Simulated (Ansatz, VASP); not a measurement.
## TaN: VASP beside Ansatz

```xyz
4
Lattice="3.0500 0.0000 0.0000 -1.5250 2.6414 0.0000 0.0000 0.0000 4.9400" Properties=species:S:1:pos:R:3 pbc="T T T"
Ta   -0.2898    1.5936   -0.1079
Ta    1.5250    0.8805    2.4700
N     0.0000    1.7609    1.9019
N     1.8148    1.0477    4.4798
```

Change from the starting cell: shortest bond scaled by 0.62, PAW files.

Alike in both runs: task single point; functional PBE; k mesh 7 × 7 × 4; occupations fermi-dirac, width 0.03 eV; no spin polarisation.

|  | VASP | Ansatz |
| --- | --- | --- |
| version | VASP 6.6.1 | Ansatz 0.2.0 |
| potentials or method | VASP PAW PBE potentials, release 64 (Ta_pv, N) | PAW with Ansatz's default frozen-core files, scalar-relativistic |
| plane-wave cutoff (eV) | 600 | 420 |
| valence electrons in the cell | 32 | 36 |

|  | VASP | Ansatz | Ansatz less VASP |
| --- | --- | --- | --- |
| pressure (GPa) | 337.4 | 312.8 | -24.59 |
| traceless stress, the component that is largest in VASP (GPa) | 283.28 | 256.33 | -26.953 |
| rms of the force components (eV/Å) | 62.000 | 55.947 | -6.0524 |

Atom by atom the forces differ by 6.054 eV/Å (rms over components). Both programs put the cell under a high pressure, so it lies far from rest at this level. VASP's potentials hold 32 valence electrons a cell and Ansatz's 36, so a difference there can come from the potentials and not from the codes.

Neither program's run includes spin-orbit coupling. Noted on VASP's run: the cell as given lies far from equilibrium.
